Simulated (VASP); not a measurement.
A run of VASP 6.6.1 is set up as follows.

INCAR

```
SYSTEM = BeS
  PREC = Accurate
  ENCUT = 520
  EDIFF = 1E-6
  ISMEAR = 1
  SIGMA = 0.025
  LREAL = .FALSE.
  LASPH = .TRUE.
  NELM = 150
  ALGO = Normal
  ISIF = 2
  LWAVE = .FALSE.
  LCHARG = .FALSE.
  ISPIN = 2
  MAGMOM = 1 0
  LORBIT = 11
  NUPDOWN = 1.0
  GGA = PS
  IVDW = 13
  NBANDS = 15
```

Contents of KPOINTS:

```
regular mesh
0
G
  9 9 9
  0 0 0
```

POSCAR

```
BeS
1.0
    0.0000000000      2.4250000000      2.4250000000
    2.4250000000      0.0000000000      2.4250000000
    2.4250000000      2.4250000000      0.0000000000
S Be
1 1
Direct
    0.7500000000      0.7500000000      0.7500000000
    0.0000000000      0.0000000000      0.0000000000
```

Potentials or basis: VASP PAW PBE potentials, release 64 (S, Be).

The run is started by

```console
$ cat potpaw_PBE.64/S/POTCAR potpaw_PBE.64/Be/POTCAR > POTCAR
$ mpirun -np 1 vasp_std > vasp.out
```

Problem. Estimate the pressure.

Solution. -0.3 GPa.

Problem. Estimate the dispersion energy per atom.

Solution. -0.147 eV.

Caveat: the PAW data sets were made with another functional, which shifts forces and pressure a little; the total moment is fixed, so each spin has its own Fermi level.
